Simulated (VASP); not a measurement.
# CaSe (F-43m) in VASP: settings compared, part 3 of 3

VASP 6.6.1.

### Step 7. Relaxation of cell and atoms, PBEsol

This run uses another cell than the first one, of 35.94 Å³/atom.

File INCAR:

```
  PREC = Accurate
  ENCUT = 600
  EDIFF = 1E-7
  ISMEAR = 0
  SIGMA = 0.01
  LREAL = F
  LASPH = T
  NELM = 100
  ALGO = Normal
  ISIF = 3
  LWAVE = F
  LCHARG = F
  GGA = PS
  IBRION = 2
  NSW = 80
  EDIFFG = -0.01
```

File KPOINTS:

```
regular mesh
0
Gamma
  6 6 6
```

File POSCAR:

```
CaSe
1.0
    0.0000000000      3.3000000000      3.3000000000
    3.3000000000      0.0000000000      3.3000000000
    3.3000000000      3.3000000000      0.0000000000
Ca Se
1 1
Direct
    0.0000000000      0.0000000000      0.0000000000
    0.7500000000      0.7500000000      0.7500000000
```

Potentials or basis: VASP PAW PBE potentials, release 64 (Ca_sv, Se).

Run with:

```
$ cat potpaw_PBE.64/Ca_sv/POTCAR potpaw_PBE.64/Se/POTCAR > POTCAR
$ mpirun -np 1 vasp_std > vasp.out
```

OUTCAR:

```text
PREC = Accurate
   ENCUT = 600
   EDIFF = 1E-7
   ISMEAR = 0
   LREAL = F
   LASPH = T
   NELM = 100
   ISIF = 3
   GGA = PS
   IBRION = 2
   NSW = 80
   EDIFFG = -0.01

 ion  position               nearest neighbor table
   1  0.000  0.000  0.000-   2 2.86   2 2.86   2 2.86   2 2.86
   2  0.750  0.750  0.750-   1 2.86   1 2.86   1 2.86   1 2.86

  LATTYP: Found a face centered cubic cell.
 ALAT       =     6.6000000000

  Lattice vectors:

 A1 = (   0.0000000000,   3.3000000000,   3.3000000000)
 A2 = (   3.3000000000,   0.0000000000,   3.3000000000)
 A3 = (   3.3000000000,   3.3000000000,   0.0000000000)

Analysis of symmetry for initial positions (statically):
[... 173 lines left out ...]
  -------------------------------------------------------------------------------------
  Total       -0.5852834     -0.5852834     -0.5852834      0.0000000     -0.0000000      0.0000000
  in kB      -13.0468282    -13.0468282    -13.0468282      0.0000000     -0.0000000      0.0000000
  external PRESSURE =     -13.0468282 kB  Pullay stress =       0.0000000 kB
[... 59 lines left out ...]
--------------------------------------- Ionic step        3  -------------------------------------------

 number of electron      15.9999999 magnetization

 Free energy of the ion-electron system (eV)
  ---------------------------------------------------
  ext. energy  EPLUGINS =         0.00000000
  ---------------------------------------------------
  free energy    TOTEN  =        -9.42841826 eV

  energy without entropy =       -9.42841826  energy(sigma->0) =       -9.42841826

 E-fermi :  -0.2531     XC(G=0):  -7.8869

 val. band max:       -0.3276388197   @ k =  -0.3333   0.3333   0.0000
 cond. band min:       2.7980145331   @ k =   0.0000   0.0000   0.0000
 fundamental gap:      3.1256533528
 Fermi energy:        -0.2531352191

 k-point     1 :       0.0000    0.0000    0.0000
  band No.  band energies     occupation
      1     -39.0908      2.00000
      2     -20.1935      2.00000
      3     -20.1935      2.00000
      4     -20.1935      2.00000
      5     -10.6925      2.00000
      6      -0.4297      2.00000
      7      -0.4297      2.00000
      8      -0.4297      2.00000
      9       2.7980      0.00000
     10       5.0851      0.00000
     11       5.0851      0.00000
     12       7.1904      0.00000
[... 252 lines left out ...]
  FREE ENERGIE OF THE ION-ELECTRON SYSTEM (eV)
  ---------------------------------------------------
  free  energy   TOTEN  =        -9.4284182636 eV

  energy  without entropy=       -9.4284182636  energy(sigma->0) =       -9.42841826

 reached required accuracy - stopping structural energy minimisation
```

OSZICAR:

```text
N       E                     dE             d eps       ncg     rms          rms(c)
DAV:   1     0.117703055091E+03    0.11770E+03   -0.79104E+03   384   0.132E+03
DAV:   2    -0.254212298549E+01   -0.12025E+03   -0.11478E+03   420   0.277E+02
DAV:   3    -0.925157078734E+01   -0.67094E+01   -0.66385E+01   488   0.631E+01
[... 25 lines left out ...]
DAV:   2    -0.942849518719E+01    0.24824E-03   -0.67630E-04   468   0.270E-01    0.535E-02
DAV:   3    -0.942841726363E+01    0.77924E-04   -0.39407E-04   664   0.177E-01    0.178E-02
DAV:   4    -0.942841767737E+01   -0.41375E-06   -0.12274E-05   484   0.421E-02    0.964E-03
DAV:   5    -0.942841824013E+01   -0.56276E-06   -0.81561E-06   660   0.186E-02    0.112E-03
DAV:   6    -0.942841826359E+01   -0.23456E-07   -0.14665E-07   416   0.339E-03
   3 F= -.94284183E+01 E0= -.94284183E+01  d E =-.120857E-01
```

Run time: 85 s. Hardware: 1 thread of Intel Xeon 8259CL, shared host; peak memory 0.24 GiB.

Results:

* Free energy: -9.4284 eV
* Relaxed volume: 34.50 Å³/atom
* Relaxed cell: a = 4.604 Å, b = 4.604 Å, c = 4.604 Å, α = 60.00°, β = 60.00°, γ = 60.00°
* Space group after relaxing (to 0.1 Å): F-43m (No. 216)
* Energy gained by relaxing: 6.0 meV/atom
* Ionic steps: 3
* Pressure after relaxing: 0.0 GPa
* Band gap on the k mesh: 3.13 eV (least direct gap 3.23 eV)

Step by step:
| step | energy change (eV) | largest force (eV/Å) | pressure (GPa) | volume (Å³) |
| --- | --- | --- | --- | --- |
| 1 | 0.0000 | 0.0000 | -1.30 | 71.87 |
| 2 | -0.0121 | 0.0000 | 0.07 | 68.87 |
| 3 | -0.0121 | 0.0000 | 0.01 | 69.00 |

Final structure:
```yaml
crystal:
  lattice:
    - [0.00000, 3.25547, 3.25547]
    - [3.25547, 0.00000, 3.25547]
    - [3.25547, 3.25547, 0.00000]
  atoms:
    - { symbol: Ca, position: [0.00000, 0.00000, 0.00000] }
    - { symbol: Se, position: [0.75000, 0.75000, 0.75000] }
```

Caveat: the PAW data sets were made with another functional, which shifts forces and pressure a little. A k mesh can miss the band edges.

### Step 8. The runs side by side

| task | level | potentials or basis | cell | cutoff (eV) | gap on the mesh (eV) | pressure (GPa) | relaxed volume (Å³/atom) |
| --- | --- | --- | --- | --- | --- | --- | --- |
| single point | LDA | VASP PAW LDA potentials, release 64 (Ca_sv, Se) | a = 4.538 Å, angles 60.0°, 2 atoms | 520 | 3.15 | 0.2 | - |
| single point | BLYP+D3(BJ) | VASP PAW PBE potentials, release 64 (Ca_sv, Se) | a = 4.571 Å, angles 60.0°, 2 atoms | 520 | 3.46 | 0.2 | - |
| single point | PBEsol | VASP PAW PBE potentials, release 64 (Ca_sv, Se) | a = 4.598 Å, angles 60.0°, 2 atoms | 520 | 3.14 | 0.1 | - |
| relaxation of cell and atoms | LDA | VASP PAW LDA potentials, release 64 (Ca_sv, Se) | relaxed from a = 4.667 Å, angles 60.0°, 2 atoms | 600 | 3.13 | 0.0 | 33.21 |
| relaxation of cell and atoms | BLYP+D3(BJ) | VASP PAW PBE potentials, release 64 (Ca_sv, Se) | relaxed from a = 4.667 Å, angles 60.0°, 2 atoms | 600 | 3.44 | 0.0 | 33.90 |
| relaxation of cell and atoms | PBEsol | VASP PAW PBE potentials, release 64 (Ca_sv, Se) | relaxed from a = 4.667 Å, angles 60.0°, 2 atoms | 600 | 3.13 | 0.0 | 34.50 |

Alike in all rows: no spin polarisation; k mesh 6 × 6 × 6; smearing gaussian 0.01 eV.

Caveats: the PAW data sets were made with another functional, which shifts forces and pressure a little (at least some runs).

Total energies depend on the potentials used, so only differences within one code and one set of settings carry meaning.
